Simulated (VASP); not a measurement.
# TiN (Fm-3m) in VASP: further runs

TiN is run at these levels: PBEsol; tasks: relaxation of cell and atoms.

Program: VASP 6.6.1. These are calculated values, not measurements. Logs are shortened: lines on timing, memory, paths and dates and some standing lists are left out, and cuts for length are marked.

### 1 The cell of the first run

Symmetry: Fm-3m, No. 225, cubic system. Conventional cell: a = 4.205 Å, b = 4.205 Å, c = 4.205 Å, α = 90.00°, β = 90.00°, γ = 90.00°. Within 2.8 Å of Ti (site symmetry m-3m) lie 6 N at 2.10 Å. Within 2.8 Å of N (site symmetry m-3m) lie 6 Ti at 2.10 Å.

### 2 Relaxation of cell and atoms, PBEsol, target pressure 1 GPa, at which the enthalpy is minimised

INCAR reads:

```
PREC = Accurate
ENCUT = 600
EDIFF = 1E-6
ISMEAR = -1
SIGMA = 0.1
LREAL = F
LASPH = T
NELM = 60
ALGO = Normal
ISIF = 3
LWAVE = F
LCHARG = F
GGA = PS
IBRION = 2
NSW = 100
EDIFFG = -0.002
PSTRESS = 10.0
```

KPOINTS reads:

```
regular mesh
0
Gamma
  20 20 20
```

POSCAR reads:

```
TiN
1.0
    0.0000000000      2.1022534160      2.1022534160
    2.1022534160      0.0000000000      2.1022534160
    2.1022534160      2.1022534160      0.0000000000
Ti N
1 1
Direct
    0.0000000000      0.0000000000      0.0000000000
    0.5000000000      0.5000000000      0.5000000000
```

Potentials or basis: VASP PAW PBE potentials, release 64 (Ti_sv, N).

The run is started by

```bash
cat potpaw_PBE.64/Ti_sv/POTCAR potpaw_PBE.64/N/POTCAR > POTCAR
mpirun -np 1 vasp_std > vasp.out
```

OUTCAR:

```text
PREC = Accurate
   ENCUT = 600
   EDIFF = 1E-6
   ISMEAR = -1
   LREAL = F
   LASPH = T
   NELM = 60
   ISIF = 3
   GGA = PS
   IBRION = 2
   NSW = 100
   EDIFFG = -0.002
   PSTRESS = 10.0

 ion  position               nearest neighbor table
   1  0.000  0.000  0.000-   2 2.10   2 2.10   2 2.10   2 2.10   2 2.10   2 2.10
   2  0.500  0.500  0.500-   1 2.10   1 2.10   1 2.10   1 2.10   1 2.10   1 2.10

  LATTYP: Found a face centered cubic cell.
 ALAT       =     4.2045068320

  Lattice vectors:

 A1 = (   0.0000000000,   2.1022534160,   2.1022534160)
 A2 = (   2.1022534160,   0.0000000000,   2.1022534160)
 A3 = (   2.1022534160,   2.1022534160,   0.0000000000)

Analysis of symmetry for initial positions (statically):
=====================================================================
 Subroutine PRICEL returns:
 Original cell was already a primitive cell.

 Routine SETGRP: Setting up the symmetry group for a
 face centered cubic supercell.

 Subroutine GETGRP returns: Found 48 space group operations
 (whereof 48 operations were pure point group operations)
 out of a pool of 48 trial point group operations.

The static configuration has the point symmetry O_h .

Analysis of symmetry for dynamics (positions and initial velocities):
=====================================================================
 Subroutine PRICEL returns:
 Original cell was already a primitive cell.

 Routine SETGRP: Setting up the symmetry group for a
 face centered cubic supercell.

 Subroutine GETGRP returns: Found 48 space group operations
 (whereof 48 operations were pure point group operations)
 out of a pool of 48 trial point group operations.

The dynamic configuration has the point symmetry O_h .

 Subroutine INISYM returns: Found 48 space group operations
 (whereof 48 operations are pure point group operations),
 and found     1 'primitive' translations

----------------------------------------------------------------------------------------

                                     Primitive cell

  volume of cell :      18.5817

  direct lattice vectors                    reciprocal lattice vectors
     0.000000000  2.102253416  2.102253416    -0.237840023  0.237840023  0.237840023
     2.102253416  0.000000000  2.102253416     0.237840023 -0.237840023  0.237840023
     2.102253416  2.102253416  0.000000000     0.237840023  0.237840023 -0.237840023

  length of vectors
     2.973035292  2.973035292  2.973035292     0.411951003  0.411951003  0.411951003

  position of ions in fractional coordinates (direct lattice)
     0.000000000  0.000000000  0.000000000
     0.500000000  0.500000000  0.500000000

  ion indices of the primitive-cell ions
   primitive index   ion index
                 1           1
                 2           2

----------------------------------------------------------------------------------------

 KPOINTS: regular mesh

Automatic generation of k-mesh.
 Grid dimensions read from file:
 generate k-points for:   20   20   20

 Generating k-lattice:

  Cartesian coordinates                     Fractional coordinates (reciprocal lattice)
    -0.011892001  0.011892001  0.011892001     0.050000000  0.000000000  0.000000000
     0.011892001 -0.011892001  0.011892001     0.000000000  0.050000000  0.000000000
     0.011892001  0.011892001 -0.011892001     0.000000000  0.000000000  0.050000000

  Length of vectors
     0.020597550  0.020597550  0.020597550

  Shift w.r.t. Gamma in fractional coordinates (k-lattice)
     0.000000000  0.000000000  0.000000000

 Subroutine IBZKPT returns following result:
 ===========================================

 Found    256 irreducible k-points:

 Following reciprocal coordinates:
            Coordinates               Weight
  0.000000  0.000000  0.000000      1.000000
  0.050000  0.000000  0.000000      8.000000
  0.100000  0.000000  0.000000      8.000000
  0.150000  0.000000  0.000000      8.000000
  0.200000  0.000000  0.000000      8.000000
  0.250000  0.000000  0.000000      8.000000
[... 16 lines left out ...]
 -0.400000  0.050000  0.000000     24.000000
 -0.350000  0.050000  0.000000     24.000000
 [... further k-points ...]
   k-points           NKPTS =    256   k-points in BZ     NKDIM =    256   number of bands    NBANDS=     12
   number of dos      NEDOS =    301   number of ions     NIONS =      2
   total plane-waves  NPLWV =  13824
   dimension x,y,z NGX =    24 NGY =   24 NGZ =   24
   dimension x,y,z NGXF=    48 NGYF=   48 NGZF=   48
   ions per type =               1   1
   NGX,Y,Z   is equivalent  to a cutoff of  13.42, 13.42, 13.42 a.u.
   NGXF,Y,Z  is equivalent  to a cutoff of  26.84, 26.84, 26.84 a.u.
 SYSTEM =  unknown system
   PREC   = accura    normal or accurate (medium, high low for compatibility)
   ISTART =      0    job   : 0-new  1-cont  2-samecut
   ICHARG =      2    charge: 1-file 2-atom 10-const
   ISPIN  =      1    spin polarized calculation?
   LNONCOLLINEAR =      F non collinear calculations
   LSORBIT =      F    spin-orbit coupling
   LASPH  =      T    aspherical Exc in radial PAW
   ENCUT  =  600.0 eV  44.10 Ry    6.64 a.u.   5.94  5.94  5.94*2*pi/ulx,y,z
   NELM   =     60;   NELMIN=  2; NELMDL= -5     # of ELM steps
   EDIFF  = 0.1E-05   stopping-criterion for ELM
   LREAL  =      F    real-space projection
   EDIFFG = -.2E-02   stopping-criterion for IOM
   NSW    =    100    number of steps for IOM
   IBRION =      2    ionic relax: 0-MD 1-quasi-New 2-CG
   NFREE  =      1    steps in history (QN), initial steepest desc. (CG)
   ISIF   =      3    stress and relaxation
   ISYM   =      2    0-nonsym 1-usesym 2-fastsym
   POTIM  = 0.5000    time-step for ionic-motion
   TEBEG  =    0.0;   TEEND  =   0.0 temperature during run
   PSTRESS=   10.0 pullay stress
   NELECT =      17.0000    total number of electrons
   NUPDOWN=      -1.0000    fix difference up-down
   EMIN   =  10.00;   EMAX   =-10.00  energy-range for DOS
   EFERMI =   0.00;   METHOD = LEGACY
   ISMEAR =    -1;   SIGMA  =   0.10  broadening in eV -4-tet -1-fermi 0-gaus
   EFERMI_NEDOS =   21; number of points for ismear=-14 and -15
   IALGO  =     38    algorithm
   IMIX   =      4    mixing-type and parameters
     AMIX     =   0.40;   BMIX     =  1.00
     AMIX_MAG =   1.60;   BMIX_MAG =  1.00
  volume/ion in A,a.u.               =       9.29        62.70
  Fermi-wavevector in a.u.,A,eV,Ry     =   1.589264  3.003274 34.365056  2.525760
  Thomas-Fermi vector in A             =   2.688140
   LORBIT       =      0    0 simple, 1 ext, 2 COOP (PROOUT), +10 PAW based schemes
   GGA     = PS    functional components
   LHFCALC =     F    Hartree Fock is set to
   AEXX    =    0.0000 exact exchange contribution
   IVDW    =     0    specifies the selected vdW correction
   LEPSILON=     F    determine dielectric tensor
   LRPA    =     F    only Hartree local field effects (RPA)
 conjugate gradient relaxation of ions
 non-spin polarized calculation
  energy-cutoff  :      600.00
  volume of cell :       18.58
 maximum number of plane-waves:       636
   NGX = 11   NGY = 11   NGZ = 11

--------------------------------------- Ionic step        1  -------------------------------------------

 number of electron      16.9999998 magnetization

 Free energy of the ion-electron system (eV)
  ---------------------------------------------------
  ext. energy  EPLUGINS =         0.00000000
  ---------------------------------------------------
  free energy    TOTEN  =       -20.79562375 eV

  energy without entropy =      -20.76964103  energy(sigma->0) =      -20.78263239

------------------------ aborting loop because EDIFF is reached ----------------------------------------

  FORCE on cell =-STRESS in cart. coord.  units (eV):
  Direction    XX          YY          ZZ          XY          YZ          ZX
  --------------------------------------------------------------------------------------
  -------------------------------------------------------------------------------------
  Total        0.0368869      0.0368869      0.0368869      0.0000000     -0.0000000     -0.0000000
  in kB        3.1805166      3.1805166      3.1805166      0.0000000     -0.0000000     -0.0000000
  external PRESSURE =      -6.8194834 kB  Pullay stress =      10.0000000 kB
[... 61 lines left out ...]
  enthalpy is  TOTEN    =       -20.6794896172 eV   P V=        0.1153152196

--------------------------------------- Ionic step        3  -------------------------------------------

 number of electron      16.9999998 magnetization

 Free energy of the ion-electron system (eV)
  ---------------------------------------------------
  ext. energy  EPLUGINS =         0.00000000
  ---------------------------------------------------
  free energy    TOTEN  =       -20.79547238 eV

  energy without entropy =      -20.76956928  energy(sigma->0) =      -20.78252083

 E-fermi :  11.6913     XC(G=0): -13.3801

 val. band max:       11.6846605963   @ k =  -0.1500   0.2000   0.0500
 cond. band min:      11.6960049810   @ k =   0.2500   0.0500   0.0000
 fundamental gap:      0.0113443847
 Fermi energy:        11.6912681292

 k-point     1 :       0.0000    0.0000    0.0000
  band No.  band energies     occupation
      1     -45.8671      2.00000
      2     -21.9252      2.00000
      3     -21.9252      2.00000
      4     -21.9252      2.00000
      5      -5.5164      2.00000
      6       9.6440      2.00000
      7       9.6440      2.00000
      8       9.6440      2.00000
      9      11.0434      1.99693
     10      11.0434      1.99693
     11      11.0434      1.99693
     12      12.2977      0.00464
[... 331 lines left out ...]
 k-point    24 :      -0.3500    0.0500    0.0000
  band No.  band energies     occupation
      1     -45.7715      2.00000
      2     -22.5361      2.00000
      3     -21.9969      2.00000
      4     -21.9715      2.00000
      5      -3.4456      2.00000
      6       4.3046      2.00000
      7       6.3447      2.00000
      8       6.4956      2.00000
      9      12.8725      0.00001
     10      12.9946      0.00000
     11      13.5500      0.00000
     12      16.5475      0.00000

 [... further k-points ...]

------------------------ aborting loop because EDIFF is reached ----------------------------------------

  FORCE on cell =-STRESS in cart. coord.  units (eV):
  Direction    XX          YY          ZZ          XY          YZ          ZX
  --------------------------------------------------------------------------------------
  -------------------------------------------------------------------------------------
  Total        0.1185796      0.1185796      0.1185796     -0.0000000     -0.0000000     -0.0000000
  in kB       10.2444253     10.2444253     10.2444253     -0.0000000     -0.0000000     -0.0000000
  external PRESSURE =       0.2444253 kB  Pullay stress =      10.0000000 kB
[... 17 lines left out ...]
  FREE ENERGIE OF THE ION-ELECTRON SYSTEM (eV)
  ---------------------------------------------------
  free  energy   TOTEN  =       -20.7954723817 eV

  energy  without entropy=      -20.7695692807  energy(sigma->0) =      -20.78252083

  enthalpy is  TOTEN    =       -20.6797220335 eV   P V=        0.1157503482

 reached required accuracy - stopping structural energy minimisation
```

Run time: 51 s. Hardware: 1 thread of Intel Xeon 6975P-C (Granite Rapids), shared host; peak memory 0.2 GiB.

Results:

- Free energy: -20.7955 eV
- Relaxed volume: 9.27 Å³/atom
- Relaxed cell: a = 2.971 Å, b = 2.971 Å, c = 2.971 Å, α = 60.00°, β = 60.00°, γ = 60.00°
- Space group after relaxing (to 0.1 Å): Fm-3m (No. 225)
- Energy change on relaxing (the run minimises the enthalpy): +0.1 meV/atom
- Ionic steps: 3
- Pressure after relaxing: 1.0 GPa
- Band gap on the k mesh: zero (an odd number of electrons rules out a gap without spin polarisation)

Step by step:
```
step  energy change (eV)  largest force (eV/Å)  pressure (GPa)  volume (Å³)
   1              0.0000                0.0000            0.32        18.58
   2              0.0008                0.0000            2.00        18.48
   3              0.0002                0.0000            1.02        18.55
```

Final structure:
```yaml
crystal:
  lattice:
    - [0.00000, 2.10088, 2.10088]
    - [2.10088, 0.00000, 2.10088]
    - [2.10088, 2.10088, 0.00000]
  atoms:
    - { symbol: Ti, position: [0.00000, 0.00000, 0.00000] }
    - { symbol: N, position: [0.50000, 0.50000, 0.50000] }
```

Levels at points of the mesh, in eV from the Fermi level:
```csv
k point,band 6,band 7,band 8,band 9,band 10,band 11,band 12
"(0.00, 0.00, 0.00)",-2.05,-2.05,-2.05,-0.65,-0.65,-0.65,0.61
"(0.50, 0.00, 0.00)",-8.29,-5.63,-5.63,1.79,1.79,2.50,6.01
"(0.50, 0.50, 0.00)",-5.90,-3.25,-3.25,-3.23,1.73,2.54,2.54
```

Caveat: the cell is relaxed towards a set pressure, so the run minimises the enthalpy, not the energy; the PAW data sets were made with another functional, which shifts forces and pressure a little.

### 3 Relaxation of cell and atoms, PBEsol, target pressure 2 GPa, at which the enthalpy is minimised

INCAR reads:

```
PREC     = Accurate       # precision mode
ENCUT    = 600            # plane-wave cutoff, eV
EDIFF    = 1E-6           # SCF threshold, eV
ISMEAR   = -1             # smearing method
SIGMA    = 0.1            # smearing width, eV
LREAL    = F              # projectors in reciprocal space
LASPH    = T              # aspherical terms in the spheres
NELM     = 80             # most SCF steps
ALGO     = Normal         # electronic algorithm
ISIF     = 3              # what is computed and relaxed
LWAVE    = F              # write WAVECAR
LCHARG   = F              # write CHGCAR
GGA      = PS             # functional
IBRION   = 2              # ionic algorithm
NSW      = 100            # ionic steps
EDIFFG   = -0.002         # ionic threshold
PSTRESS  = 20.0
```

KPOINTS is that of step 2.

POSCAR is that of step 2.

Potentials or basis: VASP PAW PBE potentials, release 64 (Ti_sv, N).

The run is started by

```bash
cat potpaw_PBE.64/Ti_sv/POTCAR potpaw_PBE.64/N/POTCAR > POTCAR
mpirun -np 1 vasp_std > vasp.out
```

Run time: 83 s. Hardware: 1 thread of Intel Xeon 6975P-C (Granite Rapids), shared host; peak memory 0.21 GiB.

It converged, with:

| Property | Result |
| --- | --- |
| Free energy | -20.7949 eV |
| Relaxed volume | 9.24 Å³/atom |
| Relaxed cell | a = 2.968 Å, b = 2.968 Å, c = 2.968 Å, α = 60.00°, β = 60.00°, γ = 60.00° |
| Space group after relaxing (to 0.1 Å) | Fm-3m (No. 225) |
| Energy change on relaxing (the run minimises the enthalpy) | +0.4 meV/atom |
| Ionic steps | 9 |
| Pressure after relaxing | 2.0 GPa |
| Band gap on the k mesh | zero (an odd number of electrons rules out a gap without spin polarisation) |

Step by step:
```
step  energy change (eV)  largest force (eV/Å)  pressure (GPa)  volume (Å³)
   1              0.0000                0.0000            0.32        18.58
   2              0.0041                0.0000            4.71        18.32
   3              0.0007                0.0000            2.14        18.48
   4              0.0006                0.0000            1.93        18.49
   5              0.0007                0.0000            1.87        18.49
   6              0.0007                0.0000            1.88        18.49
   7              0.0007                0.0000            1.91        18.48
   8              0.0007                0.0000            1.92        18.48
   9              0.0007                0.0000            1.98        18.48
```

Final structure:
```
Ti N
1.0
     0.00000    2.09845    2.09845
     2.09845    0.00000    2.09845
     2.09845    2.09845    0.00000
Ti N
1 1
Direct
  0.00000 0.00000 0.00000
  0.50000 0.50000 0.50000
```

Levels at points of the mesh, in eV from the Fermi level:
```csv
k point,band 6,band 7,band 8,band 9,band 10,band 11,band 12
"(0.00, 0.00, 0.00)",-2.05,-2.05,-2.05,-0.65,-0.65,-0.65,0.61
"(0.50, 0.00, 0.00)",-8.31,-5.65,-5.65,1.80,1.80,2.51,6.04
"(0.50, 0.50, 0.00)",-5.91,-3.26,-3.26,-3.25,1.74,2.55,2.55
```

Caveat: the cell is relaxed towards a set pressure, so the run minimises the enthalpy, not the energy; the PAW data sets were made with another functional, which shifts forces and pressure a little.

### 4 Relaxation of cell and atoms, PBEsol, target pressure 4 GPa, at which the enthalpy is minimised

INCAR reads:

```
  ALGO = Normal
  EDIFF = 1E-6
  EDIFFG = -0.002
  ENCUT = 600
  GGA = PS
  IBRION = 2
  ISIF = 3
  ISMEAR = -1
  LASPH = T
  LCHARG = F
  LREAL = F
  LWAVE = F
  NELM = 100
  NSW = 100
  PREC = Accurate
  PSTRESS = 40.0
  SIGMA = 0.1
```

KPOINTS reads:

```
k-points
0
Gamma
  20 20 20
```

POSCAR is that of step 3.

The run is started by

```bash
cat potpaw_PBE.64/Ti_sv/POTCAR potpaw_PBE.64/N/POTCAR > POTCAR
mpirun -np 1 vasp_std > vasp.out
```

Run time: 52 s. Hardware: 1 thread of Intel Xeon 6975P-C (Granite Rapids), shared host; peak memory 0.21 GiB.

Results (log left out):

```yaml
Free_energy: -20.7927 eV
Relaxed_volume: 9.18 Å³/atom
Relaxed_cell: a = 2.961 Å, b = 2.961 Å, c = 2.961 Å, α = 60.00°, β = 60.00°, γ = 60.00°
Space_group_after_relaxing_to_0.1_Å: Fm-3m (No. 225)
Energy_change_on_relaxing_the_run_minimises_the_enthalpy: +1.4 meV/atom
Ionic_steps: 3
Pressure_after_relaxing: 4.0 GPa
Band_gap_on_the_k_mesh: zero (an odd number of electrons rules out a gap without spin polarisation)
```

Step by step:
```tsv
step	energy change (eV)	largest force (eV/Å)	pressure (GPa)	volume (Å³)
1	0.0000	0.0000	0.32	18.58
2	0.0185	0.0000	10.26	18.01
3	0.0029	0.0000	3.99	18.37
```

Final structure:
```
Ti N
1.0
     0.00000    2.09407    2.09407
     2.09407    0.00000    2.09407
     2.09407    2.09407    0.00000
Ti N
1 1
Direct
  0.00000 0.00000 0.00000
  0.50000 0.50000 0.50000
```

Levels at points of the mesh, in eV from the Fermi level:
```csv
k point,band 6,band 7,band 8,band 9,band 10,band 11,band 12
"(0.00, 0.00, 0.00)",-2.06,-2.06,-2.06,-0.66,-0.66,-0.66,0.62
"(0.50, 0.00, 0.00)",-8.35,-5.68,-5.68,1.82,1.82,2.54,6.09
"(0.50, 0.50, 0.00)",-5.92,-3.28,-3.26,-3.26,1.76,2.57,2.57
```

Caveat: the cell is relaxed towards a set pressure, so the run minimises the enthalpy, not the energy; the PAW data sets were made with another functional, which shifts forces and pressure a little.

### 5 Summary

```csv
cell,gap on the mesh (eV),pressure (GPa)
relaxed to 1 GPa,none,1.0
relaxed to 2 GPa,none,2.0
relaxed to 4 GPa,none,4.0
```

Alike in all rows: task relaxation of cell and atoms; level PBEsol; potentials or basis VASP PAW PBE potentials, release 64 (Ti_sv, N); no spin polarisation; k mesh 20 × 20 × 20; cutoff (eV) 600; smearing fermi-dirac 0.1 eV.

Caveats: the cell is relaxed towards a set pressure, so the run minimises the enthalpy, not the energy; the PAW data sets were made with another functional, which shifts forces and pressure a little.

Total energies depend on the potentials used, so only differences within one code and one set of settings carry meaning.
